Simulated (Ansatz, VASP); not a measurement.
H4NF in VASP and in Ansatz

```
H N F
1.0
     4.45828    0.00000    0.00000
    -2.22914    3.86099    0.00000
     0.00000    0.00000    7.21207
H N F
8 2 2
Direct
  0.33333 0.66667 0.23000
  0.66667 0.33333 0.73000
  0.46055 0.53945 0.42230
  0.92110 0.46055 0.92230
  0.46055 0.92110 0.42230
  0.53945 0.46055 0.92230
  0.07890 0.53945 0.42230
  0.53945 0.07890 0.92230
  0.33333 0.66667 0.37441
  0.66667 0.33333 0.87441
  0.33333 0.66667 0.99721
  0.66667 0.33333 0.49721
```

Alike in both runs: functional r2SCAN; k mesh 6 × 6 × 4; occupations fermi-dirac, width 0.02 eV; no spin polarisation.

Ansatz relaxed the structure, and its values are those at the end. VASP's run is a single point on that final structure, the one shown.

|  | VASP | Ansatz |
| --- | --- | --- |
| version | VASP 6.6.1 | Ansatz 0.2.0 |
| potentials or method | VASP PAW PBE potentials, release 64 (H, N, F), cutoff 520 eV | PAW plane waves |
| valence electrons in the cell | 32 | 32 |

```csv
,VASP,Ansatz,Ansatz less VASP
gap on the k mesh at the Fermi level (eV),6.50,6.50,-0.001
pressure (GPa),-0.8,-0.6,+0.20
rms of the force components (eV/Å),0.024,0.001,-0.0237
```

VASP's potentials were made for PBE, not for r2SCAN. The functional is the same, so the differences come from potentials, cutoffs and numerics. Ansatz's warnings: stress scf threshold loose, xc potential rough in thin density.
